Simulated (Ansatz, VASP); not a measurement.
# ZrS2: VASP beside Ansatz

```
Zr S
1.0
     3.78463    0.00000    0.00000
    -1.89232    3.27759    0.00000
     0.00000    0.00000    5.76900
Zr S
1 2
Direct
  0.00000 0.00000 0.00000
  0.33333 0.66667 0.24096
  0.66667 0.33333 0.75904
```

Change from the starting cell: epitaxial_xy strain +3.0%.

Alike in both runs: task single point; functional HSE06; k mesh 6 × 6 × 4; no spin polarisation.

|  | VASP | Ansatz |
| --- | --- | --- |
| version | VASP 6.6.1 | Ansatz 0.2.0 |
| potentials or method | VASP PAW PBE potentials, release 64 (Zr_sv, S) | plane waves, PAW |
| plane-wave cutoff (eV) | 400 | 420 |
| occupations | gaussian, width 0.01 eV | fixed |
| valence electrons in the cell | 24 | 24 |

Ansatz gave:

- gap on the k mesh at the Fermi level (eV): 1.82
- pressure (GPa): -2.9
- traceless stress, the component that is largest in VASP (GPa): 3.44
- rms of the force components (eV/Å): 0.087

**Question.** Estimate VASP's values.

**Answer.** gap on the k mesh at the Fermi level (eV): 1.82; pressure (GPa): -3.0; traceless stress, the component that is largest in VASP (GPa): 3.48; rms of the force components (eV/Å): 0.085.

Atom by atom the forces differ by 0.002 eV/Å (rms over components). Ansatz's warnings: stress exchange threshold loose, stress scf threshold loose.
